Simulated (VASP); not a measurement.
# Au (P6_3/mmc) in VASP: a run that goes wrong, beside a sound one

A flawed run on Au and a sound one for comparison.

Program: VASP 6.6.1. These are calculated values, not measurements. Logs are shortened: lines on timing, memory, paths and dates and some standing lists are left out, and cuts for length are marked.

**1. The cell of the first run**

It takes space group P6_3/mmc (No. 194, hexagonal). Conventional cell: a = 2.900 Å, b = 2.900 Å, c = 4.880 Å, α = 90.00°, β = 90.00°, γ = 120.00°. Au (site symmetry -6m2) has 12 Au at 2.90 to 2.96 Å within 3.8 Å.

This isn't the form of Au at room conditions, which is fcc.

**2. A run with an altered input**

INCAR

```
ALGO = Normal
EDIFF = 1E-6
ENCUT = 260
GGA = CA
GGA_COMPAT = False
ICHARG = 11
ISMEAR = 2
KPAR = 2
LASPH = True
LCHARG = False
LMAXMIX = 4
LORBIT = 11
LREAL = False
LSORBIT = True
LWAVE = False
MAGMOM = 0 0 0 0 0 0
NBANDS = 52
NELM = 63
PREC = Accurate
SIGMA = 0.1
```

KPOINTS

```
path GMKGALHA,LM,KH
8
line-mode
reciprocal
 0.0000000000  0.0000000000  0.0000000000  G
 0.5000000000  0.0000000000  0.0000000000  M

 0.5000000000  0.0000000000  0.0000000000  M
 0.3333333333  0.3333333333  0.0000000000  K

 0.3333333333  0.3333333333  0.0000000000  K
 0.0000000000  0.0000000000  0.0000000000  G

 0.0000000000  0.0000000000  0.0000000000  G
 0.0000000000  0.0000000000  0.5000000000  A

 0.0000000000  0.0000000000  0.5000000000  A
 0.5000000000  0.0000000000  0.5000000000  L

 0.5000000000  0.0000000000  0.5000000000  L
 0.3333333333  0.3333333333  0.5000000000  H

 0.3333333333  0.3333333333  0.5000000000  H
 0.0000000000  0.0000000000  0.5000000000  A

 0.5000000000  0.0000000000  0.5000000000  L
 0.5000000000  0.0000000000  0.0000000000  M

 0.3333333333  0.3333333333  0.0000000000  K
 0.3333333333  0.3333333333  0.5000000000  H
```

POSCAR

```
Au
1.0
    2.9000000000      0.0000000000      0.0000000000
   -1.4500000000      2.5114736710      0.0000000000
    0.0000000000      0.0000000000      4.8800000000
Au
2
Direct
    0.6666666667      0.3333333333      0.2500000000
    0.3333333333      0.6666666667      0.7500000000
```

Potentials or basis: VASP PAW LDA potentials, release 64 (Au).

The run is started by

```console
cat potpaw_LDA.64/Au/POTCAR > POTCAR
mpirun -np 2 vasp_ncl > vasp.out
```

OUTCAR:

```text
EDIFF = 1E-6
   ENCUT = 260
   GGA = CA
   ICHARG = 11
   ISMEAR = 2
   LASPH = True
   LORBIT = 11
   LREAL = False
   LSORBIT = True
   NELM = 63
[... 27 lines left out ...]
   LASPH  =      T    aspherical Exc in radial PAW
   ENCUT  =  260.0 eV  19.11 Ry    4.37 a.u.   3.81  3.81  6.42*2*pi/ulx,y,z
   NELM   =     63;   NELMIN=  2; NELMDL= -5     # of ELM steps
   EDIFF  = 0.1E-05   stopping-criterion for ELM
   LREAL  =      F    real-space projection
   EDIFFG = 0.1E-04   stopping-criterion for IOM
   NSW    =      0    number of steps for IOM
   IBRION =     -1    ionic relax: 0-MD 1-quasi-New 2-CG
   NFREE  =      0    steps in history (QN), initial steepest desc. (CG)
   ISIF   =      2    stress and relaxation
[... 22 lines left out ...]
   AEXX    =    0.0000 exact exchange contribution
   IVDW    =     0    specifies the selected vdW correction
   LEPSILON=     F    determine dielectric tensor
   LRPA    =     F    only Hartree local field effects (RPA)

   CSHIFT  =0.1000    complex shift for real part using Kramers Kronig

   OMEGAMAX=  -1.0    maximum frequency
 Methfessel and Paxton  Order N= 2 SIGMA  =   0.10
  energy-cutoff  :      260.00
  volume of cell :       35.54
 maximum number of plane-waves:       702
 NGX is ok and might be reduce to    16
```

On the terminal:

```text
POSCAR found type information on POSCAR Au
 POSCAR found :  1 types and       2 ions
[... 25 lines left out ...]

1
1
```

Run time: 2.6 s. Hardware: 2 MPI ranks of AMD EPYC 9R45 (Zen 5), shared host.

The program refused the input. The fault, put in on purpose: fixed density asked without a density file.

**3. Band structure, LDA, non-collinear spin, zero start, spin-orbit coupling**

INCAR

```
ALGO = Normal
EDIFF = 1E-7
ENCUT = 460
GGA = CA
GGA_COMPAT = False
ISMEAR = 2
KPAR = 2
LASPH = True
LCHARG = False
LMAXMIX = 4
LORBIT = 11
LREAL = False
LSORBIT = True
LWAVE = False
MAGMOM = 0 0 0 0 0 0
NBANDS = 72
NELM = 200
PREC = Accurate
SIGMA = 0.05
```

KPOINTS

```
Automatic mesh
0
Gamma
  17 17 9
  0 0 0
```

KPOINTS_OPT

```
path GMKGALHA,LM,KH
12
line-mode
reciprocal
 0.0000000000  0.0000000000  0.0000000000  G
 0.5000000000  0.0000000000  0.0000000000  M

 0.5000000000  0.0000000000  0.0000000000  M
 0.3333333333  0.3333333333  0.0000000000  K

 0.3333333333  0.3333333333  0.0000000000  K
 0.0000000000  0.0000000000  0.0000000000  G

 0.0000000000  0.0000000000  0.0000000000  G
 0.0000000000  0.0000000000  0.5000000000  A

 0.0000000000  0.0000000000  0.5000000000  A
 0.5000000000  0.0000000000  0.5000000000  L

 0.5000000000  0.0000000000  0.5000000000  L
 0.3333333333  0.3333333333  0.5000000000  H

 0.3333333333  0.3333333333  0.5000000000  H
 0.0000000000  0.0000000000  0.5000000000  A

 0.5000000000  0.0000000000  0.5000000000  L
 0.5000000000  0.0000000000  0.0000000000  M

 0.3333333333  0.3333333333  0.0000000000  K
 0.3333333333  0.3333333333  0.5000000000  H
```

POSCAR is that of step 2.

Potentials or basis: VASP PAW LDA potentials, release 64 (Au).

The run is started by

```console
cat potpaw_LDA.64/Au/POTCAR > POTCAR
mpirun -np 2 vasp_ncl > vasp.out
```

It took 3.6 min on 2 MPI ranks of AMD EPYC 9R45 (Zen 5), shared host; peak memory 0.77 GiB.

Results (log left out):

| Property | Result |
| --- | --- |
| Free energy | -9.3906 eV |
| Pressure | -11.5 GPa |
| Net moment | 0.00 μB per cell |
| Valence electrons inside the program's atomic spheres | Au 9.60 |

Stress tensor (GPa, compression positive):
```
-11.77   0.00   0.00
  0.00 -11.77   0.00
  0.00   0.00 -11.10
```

Moments on the atoms (μB; x, y, z):
```
Au  0.00 0.00 0.00
Au  0.00 0.00 0.00
```

Caveat: the cell stands under tension.
